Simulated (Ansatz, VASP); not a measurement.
## HgTe in VASP and in Ansatz

```
Hg Te
1.0
     0.00000    3.21733    3.21733
     3.21733    0.00000    3.21733
     3.21733    3.21733    0.00000
Hg Te
1 1
Direct
  0.00000 0.00000 0.00000
  0.25000 0.25000 0.25000
```

Alike in both runs: functional LDA; k mesh 12 × 12 × 12; occupations gaussian, width 0.1 eV; no spin polarisation.

Ansatz relaxed the structure, and its values are those at the end. VASP's run is a single point on that final structure, the one shown.

|  | VASP | Ansatz |
| --- | --- | --- |
| version | VASP 6.6.1 | Ansatz 0.2.0 |
| potentials or method | VASP PAW LDA potentials, release 64 (Hg, Te), cutoff 520 eV | scalar-relativistic, plane waves, PAW |
| valence electrons in the cell | 18 | 36 |

|  | VASP | Ansatz | Ansatz less VASP |
| --- | --- | --- | --- |
| gap on the k mesh at the Fermi level (eV) | none | none | - |
| pressure (GPa) | 0.3 | 0.0 | -0.27 |

LDA's correlation is that of Perdew and Zunger in VASP and of Perdew and Wang (1992) in Ansatz. A gap of «none» marks a metal or a gap that the smearing closes. VASP's potentials hold 18 valence electrons a cell and Ansatz's 36, so a difference there can come from the potentials and not from the codes.

Spin-orbit coupling is off throughout.
